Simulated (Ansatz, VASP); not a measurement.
## HfN in VASP and in Ansatz

```xyz
8
Lattice="4.9155 0.0000 0.0000 0.0000 -4.9155 0.0000 0.0000 0.0000 -4.9155" Properties=species:S:1:pos:R:3 pbc="T T T"
Hf    0.0000    0.0000    0.0000
Hf    2.4577   -2.4577    0.0000
Hf    2.4577    0.0000   -2.4577
Hf    0.0000   -2.4577   -2.4577
N     3.6866   -3.6866   -3.6866
N     1.2289   -1.2289   -3.6866
N     1.2289   -3.6866   -1.2289
N     3.6866   -1.2289   -1.2289
```

Alike in both runs: task single point; functional PBE; k mesh 12 × 12 × 12; occupations gaussian, width 0.15 eV; no spin polarisation.

|  | VASP | Ansatz |
| --- | --- | --- |
| version | VASP 6.6.1 | Ansatz 0.2.0 |
| potentials or method | VASP PAW PBE potentials, release 64 (Hf_pv, N), cutoff 520 eV | scalar-relativistic, plane waves, PAW |
| valence electrons in the cell | 60 | 124 |

```tsv
	VASP	Ansatz	Ansatz less VASP
gap on the k mesh at the Fermi level (eV)	none	none	-
pressure (GPa)	-1.0	0.1	+1.07
```

A gap of «none» marks a metal or a gap that the smearing closes. The functional is the same, so the differences come from potentials, cutoffs and numerics. VASP's potentials hold 60 valence electrons a cell and Ansatz's 124, so a difference there can come from the potentials and not from the codes.

Spin-orbit coupling is off throughout.
